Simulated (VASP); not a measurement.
A run of VASP 6.6.1:

File INCAR:

```
SYSTEM = Si
PREC = Accurate ; ENCUT = 520
EDIFF = 1E-7 ; ISMEAR = -1
SIGMA = 0.01 ; LREAL = .False.
LASPH = .True. ; NELM = 150
ALGO = Normal ; ISIF = 2
LWAVE = .False. ; LCHARG = .True.
ISPIN = 2 ; MAGMOM = 0 0 0 0.5 0.5 0.5 0.5
LORBIT = 11 ; GGA = PE
LELF = .True. ; LVHAR = .True.
NBANDS = 27
```

File KPOINTS:

```
Automatic mesh
0
Gamma
  1 1 1
  0 0 0
```

The input POSCAR:

```
Si
1.0
    5.4310000000      0.0000000000      0.0000000000
    0.0000000000      5.4310000000      0.0000000000
    0.0000000000      0.0000000000      5.4310000000
Si
7
Direct
    0.0000000000      0.5000000000      0.5000000000
    0.5000000000      0.0000000000      0.5000000000
    0.5000000000      0.5000000000      0.0000000000
    0.2500000000      0.2500000000      0.2500000000
    0.2500000000      0.7500000000      0.7500000000
    0.7500000000      0.2500000000      0.7500000000
    0.7500000000      0.7500000000      0.2500000000
```

Potentials or basis: VASP PAW PBE potentials, release 64 (Si).

Launch:

```sh
$ cat potpaw_PBE.64/Si/POTCAR > POTCAR
$ mpirun -np 1 vasp_gam > vasp.out
```

Hardware: 1 thread of Intel Xeon 6975P-C (shared host).

Q: How long does it take, and how much memory?

A: Run time: 22 s on 1 thread of Intel Xeon 6975P-C, with other jobs on the host, peak memory 0.26 GiB. Counts: scf iterations 17, k points 1.
